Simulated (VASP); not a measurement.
## AlNi3: single point with PBE

Crystal: AlNi3.

```
CELL_PARAMETERS angstrom
3.48782 0.00000 0.00000
0.00000 3.48782 0.00000
0.00000 0.00000 3.52305
ATOMIC_POSITIONS crystal
Ni 0.50000 0.50000 0.00000
Ni 0.50000 0.00000 0.50000
Ni 0.00000 0.50000 0.50000
Al 0.00000 0.00000 0.00000
```

```
Program                : VASP 6.6.1
Task                   : single point
Functional             : PBE
Potentials or basis    : VASP PAW PBE potentials, release 64 (Ni, Al)
Cutoff                 : 520 eV
k mesh                 : 7 × 7 × 6
Occupations            : fermi-dirac, width 0.05 eV
Spin                   : collinear spin, ferromagnetic start
Starting moments       : [1.0, 1.0, 1.0, 0.0] μB
Dipole correction      : no
Further INCAR settings : ALGO = Fast; EDIFF = 1e-07; NBANDS = 28
```

```yaml
Pressure: 11.8 GPa
Net_moment: 0.68 μB per cell
Site_moments: Ni +0.24; Al -0.01 μB
Valence_electrons_inside_the_program's_atomic_spheres: Ni 9.49; Al 0.83
```

Stress tensor (GPa, compression positive):
```
12.02  0.00  0.00
 0.00 12.02  0.00
 0.00  0.00 11.24
```

Levels at points of the mesh, in eV from the Fermi level:
Spin up:
```
           k point  band 15  band 16  band 17  band 18  band 19  band 20
(0.00, 0.00, 0.00)    -0.07    -0.02     0.73     0.95     0.95     6.76
(0.00, 0.00, 0.50)    -1.10    -0.50    -0.02     5.74     5.74     5.79
```
Spin down:
| k point | band 12 | band 13 | band 14 | band 15 | band 16 | band 17 | band 18 | band 19 | band 20 | band 21 |
| --- | --- | --- | --- | --- | --- | --- | --- | --- | --- | --- |
| (0.00, 0.00, 0.00) | -0.39 | 0.01 | 0.34 | 0.34 | 0.39 | 0.70 | 0.93 | 0.93 | 6.85 | 6.99 |
| (0.00, 0.00, 0.50) | -1.13 | -0.97 | -0.97 | -0.88 | -0.32 | 0.39 | 5.80 | 5.80 | 5.84 | 5.84 |

Wall time 70 s on 1 thread of Intel(R) Xeon(R) 6975P-C (Granite Rapids) (shared host), peak memory 0.21 GiB.

Caveat: the cell stands under pressure.
